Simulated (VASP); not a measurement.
Ba2Os:

```xyz
3
Lattice="0.0000 4.1576 0.0000 4.1576 0.0000 0.0000 2.0788 2.0788 -7.3966" Properties=species:S:1:pos:R:3 pbc="T T T"
Os    0.0000    0.0000    0.0000
Ba    2.0788    2.0788   -1.9231
Ba    4.1576    4.1576   -5.4735
```

```yaml
Program: VASP 6.6.1
Task: relaxation of cell and atoms
Functional: RPBE
Potentials_or_basis: VASP PAW PBE potentials, release 64 (Os, Ba_sv)
Cutoff: 600 eV
k_mesh: 5 × 5 × 5
Occupations: fermi-dirac, width 0.1 eV
Spin: no spin polarisation
```

At the start: pressure -3.5 GPa; volume 42.62 Å³/atom.

Problem. How do energy, volume and symmetry change on relaxing?

Solution. Over 19 steps the energy falls by 134.5 meV/atom and the volume is 40.91 Å³/atom (-4.0 %); space group I4/mmm (No. 139, to 0.05 Å).

Step by step:
| step | energy change (eV) | largest force (eV/Å) | pressure (GPa) | volume (Å³) |
| --- | --- | --- | --- | --- |
| 1 | 0.0000 | 0.9670 | -3.52 | 127.86 |
| 2 | -0.3003 | 0.2937 | -0.56 | 111.28 |
| 3 | -0.3077 | 0.1370 | 0.16 | 108.77 |
| 4 | -0.3076 | 0.1135 | 0.28 | 108.41 |
| 5 | -0.3195 | 0.1405 | 0.33 | 108.69 |
| 6 | -0.3422 | 0.2148 | 0.51 | 109.41 |
| 7 | -0.3259 | 0.2891 | 0.96 | 110.36 |
| 8 | -0.3472 | 0.2387 | 0.67 | 109.77 |
| 9 | -0.3588 | 0.2703 | 0.34 | 111.81 |
| 10 | -0.3740 | 0.3396 | -0.41 | 116.92 |
| 11 | -0.3881 | 0.2082 | -0.19 | 117.55 |
| 12 | -0.3971 | 0.0110 | 0.15 | 118.47 |
| 13 | -0.3973 | 0.0217 | 0.21 | 118.62 |
| 14 | -0.3997 | 0.0190 | 0.08 | 119.98 |
| 15 | -0.4013 | 0.0141 | -0.07 | 121.76 |
| 16 | -0.3999 | 0.0049 | -0.36 | 125.35 |
| 17 | -0.4015 | 0.0143 | -0.14 | 122.73 |
| 18 | -0.4033 | 0.0074 | -0.02 | 122.74 |
| 19 | -0.4034 | 0.0054 | 0.01 | 122.73 |

Final structure:
```
CELL_PARAMETERS angstrom
0.00000 3.86632 0.00000
3.86632 0.00000 0.00000
1.93316 1.93316 -8.21046
ATOMIC_POSITIONS crystal
Os 0.00000 0.00000 0.00000
Ba 0.38884 0.38884 0.22231
Ba 0.61116 0.61116 0.77769
```

Caveat: the PAW data sets were made with another functional, which shifts forces and pressure a little.
